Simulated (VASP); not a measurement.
# BaS (R3m) in VASP: further runs

The runs below take BaS through single point, with PBE.

All numbers are computed with VASP 6.6.1; they aren't measurements. Logs are shortened: lines on timing, memory, paths and dates and some standing lists are left out, and cuts for length are marked.

### 1 The cell of the first run

It takes space group R3m (No. 160, trigonal). The conventional cell has a = 4.977 Å, b = 4.977 Å, c = 11.582 Å, α = 90.00°, β = 90.00°, γ = 120.00°. Ba (site symmetry 3m) has 4 S at 2.99 to 3.00 Å within 3.9 Å. Within 3.9 Å of S (site symmetry 3m) lie 4 Ba at 2.99 to 3.00 Å.

### 2 Single point, PBE (strain along [111] -5.0%)

INCAR reads:

```
SYSTEM = BaS
PREC = Accurate
ENCUT = 520
EDIFF = 1E-7
ISMEAR = 0
SIGMA = 0.01
LREAL = .False.
LASPH = .True.
NELM = 60
ALGO = Normal
ISIF = 2
LWAVE = .False.
LCHARG = .False.
GGA = PE
NBANDS = 15
```

KPOINTS reads:

```
Automatic mesh
0
Gamma
  4 4 4
  0 0 0
```

POSCAR reads:

```
BaS
1.0
   -0.1173137257      3.4020980452      3.4020980452
    3.4020980452     -0.1173137257      3.4020980452
    3.4020980452      3.4020980452     -0.1173137257
Ba S
1 1
Direct
   -0.0041369171     -0.0041369171     -0.0041369171
    0.2541369171      0.2541369171      0.2541369171
```

Potentials or basis: VASP PAW PBE potentials, release 64 (Ba_sv, S).

Run with:

```console
$ cat potpaw_PBE.64/Ba_sv/POTCAR potpaw_PBE.64/S/POTCAR > POTCAR
$ mpirun -np 1 vasp_std > vasp.out
```

OUTCAR:

```text
SYSTEM = BaS
   PREC = Accurate
   ENCUT = 520
   EDIFF = 1E-7
   ISMEAR = 0
   LREAL = .False.
   LASPH = .True.
   NELM = 60
   ISIF = 2
   GGA = PE

 ion  position               nearest neighbor table
   1  0.996  0.996  0.996-   2 2.99   2 3.00   2 3.00   2 3.00
   2  0.254  0.254  0.254-   1 2.99   1 3.00   1 3.00   1 3.00

  LATTYP: Found a trigonal (rhomboedric) cell.
 ALAT       =     4.8127232134
 COS(alpha) =     0.4652406417

  Lattice vectors:

 A1 = (  -0.1173137257,   3.4020980452,   3.4020980452)
 A2 = (   3.4020980452,  -0.1173137257,   3.4020980452)
 A3 = (   3.4020980452,   3.4020980452,  -0.1173137257)

Analysis of symmetry for initial positions (statically):
=====================================================================
 Subroutine PRICEL returns:
 Original cell was already a primitive cell.

 Routine SETGRP: Setting up the symmetry group for a
 trigonal (rhombohedral) supercell.

 Subroutine GETGRP returns: Found  6 space group operations
 (whereof  6 operations were pure point group operations)
 out of a pool of 12 trial point group operations.

The static configuration has the point symmetry C_3v.

Analysis of symmetry for dynamics (positions and initial velocities):
=====================================================================
 Subroutine PRICEL returns:
 Original cell was already a primitive cell.

 Routine SETGRP: Setting up the symmetry group for a
 trigonal (rhombohedral) supercell.

 Subroutine GETGRP returns: Found  6 space group operations
 (whereof  6 operations were pure point group operations)
 out of a pool of 12 trial point group operations.

The dynamic configuration has the point symmetry C_3v.

 Subroutine INISYM returns: Found  6 space group operations
 (whereof  6 operations are pure point group operations),
 and found     1 'primitive' translations

----------------------------------------------------------------------------------------

                                     Primitive cell

  volume of cell :      82.8255

  direct lattice vectors                    reciprocal lattice vectors
    -0.117313726  3.402098045  3.402098045    -0.139576754  0.144561638  0.144561638
     3.402098045 -0.117313726  3.402098045     0.144561638 -0.139576754  0.144561638
     3.402098045  3.402098045 -0.117313726     0.144561638  0.144561638 -0.139576754

  length of vectors
     4.812723213  4.812723213  4.812723213     0.247543541  0.247543541  0.247543541

  position of ions in fractional coordinates (direct lattice)
     0.995863083  0.995863083  0.995863083
     0.254136917  0.254136917  0.254136917

  ion indices of the primitive-cell ions
   primitive index   ion index
                 1           1
                 2           2

----------------------------------------------------------------------------------------

 KPOINTS: Automatic mesh

Automatic generation of k-mesh.
 Grid dimensions read from file:
 generate k-points for:    4    4    4

 Generating k-lattice:

  Cartesian coordinates                     Fractional coordinates (reciprocal lattice)
    -0.034894188  0.036140409  0.036140409     0.250000000 -0.000000000 -0.000000000
     0.036140409 -0.034894188  0.036140409    -0.000000000  0.250000000 -0.000000000
     0.036140409  0.036140409 -0.034894188    -0.000000000 -0.000000000  0.250000000

  Length of vectors
     0.061885885  0.061885885  0.061885885

  Shift w.r.t. Gamma in fractional coordinates (k-lattice)
     0.000000000  0.000000000  0.000000000

 Subroutine IBZKPT returns following result:
 ===========================================

 Found     13 irreducible k-points:

 Following reciprocal coordinates:
            Coordinates               Weight
  0.000000  0.000000  0.000000      1.000000
  0.250000  0.000000  0.000000      6.000000
  0.500000  0.000000  0.000000      3.000000
  0.250000  0.250000  0.000000      6.000000
  0.500000  0.250000  0.000000     12.000000
 -0.250000  0.250000  0.000000      6.000000
  0.500000  0.500000  0.000000      3.000000
  0.250000  0.250000  0.250000      2.000000
  0.500000  0.250000  0.250000      6.000000
 -0.250000  0.250000  0.250000      6.000000
  0.500000  0.500000  0.250000      6.000000
 -0.250000  0.500000  0.250000      6.000000
  0.500000  0.500000  0.500000      1.000000
   k-points           NKPTS =     13   k-points in BZ     NKDIM =     13   number of bands    NBANDS=     15
   number of dos      NEDOS =    301   number of ions     NIONS =      2
   total plane-waves  NPLWV =  46656
   dimension x,y,z NGX =    36 NGY =   36 NGZ =   36
   dimension x,y,z NGXF=    72 NGYF=   72 NGZF=   72
   ions per type =               1   1
   NGX,Y,Z   is equivalent  to a cutoff of  12.44, 12.44, 12.44 a.u.
   NGXF,Y,Z  is equivalent  to a cutoff of  24.87, 24.87, 24.87 a.u.
 SYSTEM =  BaS
   PREC   = accura    normal or accurate (medium, high low for compatibility)
   ISTART =      0    job   : 0-new  1-cont  2-samecut
   ICHARG =      2    charge: 1-file 2-atom 10-const
   ISPIN  =      1    spin polarized calculation?
   LNONCOLLINEAR =      F non collinear calculations
   LSORBIT =      F    spin-orbit coupling
   LASPH  =      T    aspherical Exc in radial PAW
   ENCUT  =  520.0 eV  38.22 Ry    6.18 a.u.   8.95  8.95  8.95*2*pi/ulx,y,z
   NELM   =     60;   NELMIN=  2; NELMDL= -5     # of ELM steps
   EDIFF  = 0.1E-06   stopping-criterion for ELM
   LREAL  =      F    real-space projection
   EDIFFG = 0.1E-05   stopping-criterion for IOM
   NSW    =      0    number of steps for IOM
   IBRION =     -1    ionic relax: 0-MD 1-quasi-New 2-CG
   NFREE  =      0    steps in history (QN), initial steepest desc. (CG)
   ISIF   =      2    stress and relaxation
   ISYM   =      2    0-nonsym 1-usesym 2-fastsym
   POTIM  = 0.5000    time-step for ionic-motion
   TEBEG  =    0.0;   TEEND  =   0.0 temperature during run
   PSTRESS=    0.0 pullay stress
   NELECT =      16.0000    total number of electrons
   NUPDOWN=      -1.0000    fix difference up-down
   EMIN   =  10.00;   EMAX   =-10.00  energy-range for DOS
   EFERMI =   0.00;   METHOD = LEGACY
   ISMEAR =     0;   SIGMA  =   0.01  broadening in eV -4-tet -1-fermi 0-gaus
   EFERMI_NEDOS =   21; number of points for ismear=-14 and -15
   IALGO  =     38    algorithm
   IMIX   =      4    mixing-type and parameters
     AMIX     =   0.40;   BMIX     =  1.00
     AMIX_MAG =   1.60;   BMIX_MAG =  1.00
  volume/ion in A,a.u.               =      41.41       279.47
  Fermi-wavevector in a.u.,A,eV,Ry     =   0.946368  1.788377 12.185555  0.895613
  Thomas-Fermi vector in A             =   2.074359
   LORBIT       =      0    0 simple, 1 ext, 2 COOP (PROOUT), +10 PAW based schemes
   GGA     = PE    functional components
   LHFCALC =     F    Hartree Fock is set to
   AEXX    =    0.0000 exact exchange contribution
   IVDW    =     0    specifies the selected vdW correction
   LEPSILON=     F    determine dielectric tensor
   LRPA    =     F    only Hartree local field effects (RPA)
 non-spin polarized calculation
 Gauss-broadening in eV      SIGMA  =   0.01
  energy-cutoff  :      520.00
  volume of cell :       82.83
 maximum number of plane-waves:      2249
   NGX = 17   NGY = 17   NGZ = 17

 number of electron      16.0000001 magnetization

 Free energy of the ion-electron system (eV)
  ---------------------------------------------------
  ext. energy  EPLUGINS =         0.00000000
  ---------------------------------------------------
  free energy    TOTEN  =        -9.69777255 eV

  energy without entropy =       -9.69777255  energy(sigma->0) =       -9.69777255

 E-fermi :   0.1056     XC(G=0):  -7.3714

 val. band max:        0.0463518808   @ k =  -0.2500   0.5000   0.2500
 cond. band min:       2.8734745859   @ k =   0.0000   0.0000   0.0000
 fundamental gap:      2.8271227051
 Fermi energy:         0.1056327329

 k-point     1 :       0.0000    0.0000    0.0000
  band No.  band energies     occupation
      1     -25.9199      2.00000
      2     -11.1139      2.00000
      3     -11.1131      2.00000
      4     -11.1131      2.00000
      5      -9.9374      2.00000
      6      -0.7611      2.00000
      7      -0.7611      2.00000
      8      -0.6287      2.00000
      9       2.8735      0.00000
     10       5.1419      0.00000
     11       5.1419      0.00000
     12       7.0149      0.00000
     13       7.2728      0.00000
     14       7.2728      0.00000
     15       9.9526      0.00000

 k-point     2 :       0.2500    0.0000    0.0000
  band No.  band energies     occupation
      1     -25.9107      2.00000
      2     -11.5845      2.00000
      3     -11.1332      2.00000
      4     -11.1329      2.00000
      5      -9.4567      2.00000
      6      -0.8064      2.00000
      7      -0.5818      2.00000
      8      -0.5133      2.00000
      9       3.9681      0.00000
     10       4.7972      0.00000
     11       5.0199      0.00000
     12       6.6254      0.00000
     13       7.4702      0.00000
     14       7.5328      0.00000
     15       7.9808      0.00000

 k-point     3 :       0.5000    0.0000    0.0000
  band No.  band energies     occupation
      1     -25.9015      2.00000
      2     -11.8915      2.00000
      3     -11.1564      2.00000
      4     -11.1531      2.00000
      5      -9.1486      2.00000
      6      -0.6220      2.00000
      7      -0.4169      2.00000
      8      -0.4109      2.00000
      9       4.5212      0.00000
     10       5.0510      0.00000
     11       5.4397      0.00000
     12       5.8286      0.00000
     13       6.3730      0.00000
     14       6.6528      0.00000
     15       8.7865      0.00000

 k-point     4 :       0.2500    0.2500    0.0000
  band No.  band energies     occupation
      1     -25.9069      2.00000
      2     -11.6503      2.00000
      3     -11.1768      2.00000
      4     -11.1664      2.00000
      5      -9.3378      2.00000
      6      -1.0343      2.00000
      7      -0.4023      2.00000
      8      -0.3455      2.00000
      9       3.8469      0.00000
     10       4.5412      0.00000
     11       5.6972      0.00000
     12       6.9523      0.00000
     13       7.2795      0.00000
     14       7.3693      0.00000
     15       9.3522      0.00000
[... 109 lines left out ...]
 k-point    11 :       0.5000    0.5000    0.2500
  band No.  band energies     occupation
      1     -25.8955      2.00000
      2     -11.8875      2.00000
      3     -11.2519      2.00000
      4     -11.2056      2.00000
      5      -9.0787      2.00000
      6      -0.8375      2.00000
      7      -0.2459      2.00000
      8      -0.2455      2.00000
      9       3.8249      0.00000
     10       4.8342      0.00000
     11       5.7120      0.00000
     12       6.8969      0.00000
     13       6.9490      0.00000
     14       7.6404      0.00000
     15       9.2469      0.00000

 k-point    12 :      -0.2500    0.5000    0.2500
  band No.  band energies     occupation
      1     -25.8939      2.00000
      2     -11.9438      2.00000
      3     -11.2875      2.00000
      4     -11.2334      2.00000
      5      -8.9313      2.00000
      6      -0.6153      2.00000
      7      -0.5323      2.00000
      8       0.0464      2.00000
      9       3.4521      0.00000
     10       4.3657      0.00000
     11       6.0942      0.00000
     12       6.5605      0.00000
     13       7.6797      0.00000
     14       8.8301      0.00000
     15       9.0152      0.00000

 k-point    13 :       0.5000    0.5000    0.5000
  band No.  band energies     occupation
      1     -25.8970      2.00000
      2     -11.8567      2.00000
      3     -11.1716      2.00000
      4     -11.1716      2.00000
      5      -9.2590      2.00000
      6      -0.4977      2.00000
      7      -0.4977      2.00000
      8      -0.4850      2.00000
      9       4.6201      0.00000
     10       5.4341      0.00000
     11       5.4341      0.00000
     12       5.6177      0.00000
     13       6.7517      0.00000
     14       6.7517      0.00000
     15       9.3400      0.00000

------------------------ aborting loop because EDIFF is reached ----------------------------------------

  FORCE on cell =-STRESS in cart. coord.  units (eV):
  Direction    XX          YY          ZZ          XY          YZ          ZX
  --------------------------------------------------------------------------------------
  -------------------------------------------------------------------------------------
  Total        0.9959049      0.9959049      0.9959049      0.0670078      0.0670078      0.0670078
  in kB       19.2648044     19.2648044     19.2648044      1.2962000      1.2962000      1.2962000
  external PRESSURE =      19.2648044 kB  Pullay stress =       0.0000000 kB

 VOLUME and BASIS-vectors are now :
 -----------------------------------------------------------------------------
  energy-cutoff  :      520.00
  volume of cell :       82.83
      direct lattice vectors                 reciprocal lattice vectors
    -0.117313726  3.402098045  3.402098045    -0.139576754  0.144561638  0.144561638
     3.402098045 -0.117313726  3.402098045     0.144561638 -0.139576754  0.144561638
     3.402098045  3.402098045 -0.117313726     0.144561638  0.144561638 -0.139576754

 POSITION                                       TOTAL-FORCE (eV/Angst)
 -----------------------------------------------------------------------------------
      6.65922      6.65922      6.65922         0.002991      0.002991      0.002991
      1.69938      1.69938      1.69938        -0.002991     -0.002991     -0.002991
 -----------------------------------------------------------------------------------
    total drift:                                0.000075      0.000075      0.000075

  FREE ENERGIE OF THE ION-ELECTRON SYSTEM (eV)
  ---------------------------------------------------
  free  energy   TOTEN  =        -9.6977725498 eV

  energy  without entropy=       -9.6977725498  energy(sigma->0) =       -9.69777255
```

Run time: 15 s. Hardware: 1 thread of Intel Xeon Platinum 8488C (Sapphire Rapids), shared host; peak memory 0.2 GiB.

Results:

- Free energy: -9.6978 eV
- Pressure: 1.9 GPa
- Largest force: 0.005 eV/Å
- Band gap on the k mesh: 2.83 eV (least direct gap 3.41 eV)

Forces in eV/Å, atoms in the order of the input:
```
Ba   0.003  0.003  0.003
S   -0.003 -0.003 -0.003
```

Stress tensor (GPa, compression positive):
```
1.93 0.13 0.13
0.13 1.93 0.13
0.13 0.13 1.93
```

Caveat: the cell differs from its parent crystal (strain along [111] -5.0%); spin-orbit coupling is left out, which moves the levels of the heavy elements. A k mesh can miss the band edges.

### 3 Single point, PBE (strain along [111] -5.0%)

INCAR reads:

```
PREC = Accurate
ENCUT = 520
EDIFF = 1E-6
ISMEAR = -1
SIGMA = 0.02
LREAL = F
LASPH = T
NELM = 80
ALGO = Normal
ISIF = 2
LWAVE = F
LCHARG = F
GGA = PE
NBANDS = 15
```

KPOINTS reads:

```
Automatic mesh
0
Gamma
  6 6 6
```

POSCAR is that of step 2.

Potentials or basis: VASP PAW PBE potentials, release 64 (Ba_sv, S).

Run with:

```console
$ cat potpaw_PBE.64/Ba_sv/POTCAR potpaw_PBE.64/S/POTCAR > POTCAR
$ mpirun -np 1 vasp_std > vasp.out
```

Run time: 35 s. Hardware: 1 thread of Intel Xeon Platinum 8488C (Sapphire Rapids), shared host; peak memory 0.21 GiB.

The run converged. Its results:

- Free energy: -9.6974 eV
- Pressure: 1.9 GPa
- Largest force: 0.003 eV/Å
- Band gap on the k mesh: 2.83 eV (least direct gap 3.42 eV)

Forces in eV/Å, atoms in the order of the input:
```
Ba   0.002  0.002  0.002
S   -0.002 -0.002 -0.002
```

Stress tensor (GPa, compression positive):
```
1.92 0.13 0.13
0.13 1.92 0.13
0.13 0.13 1.92
```

Levels at points of the mesh, in eV from the valence-band top:
```csv
k point,band 5,band 6,band 7,band 8,band 9,band 10,band 11,band 12
"(0.00, 0.00, 0.00)",-9.98,-0.81,-0.81,-0.67,2.83,5.10,5.10,6.97
"(0.50, 0.00, 0.00)",-9.19,-0.67,-0.46,-0.46,4.48,5.01,5.39,5.78
"(0.50, 0.50, 0.00)",-9.00,-1.18,-0.02,-0.01,3.47,4.62,6.35,6.44
"(0.50, 0.50, 0.50)",-9.30,-0.54,-0.54,-0.53,4.57,5.39,5.39,5.57
```

Caveat: the cell differs from its parent crystal (strain along [111] -5.0%); spin-orbit coupling is left out, which moves the levels of the heavy elements. A k mesh can miss the band edges.
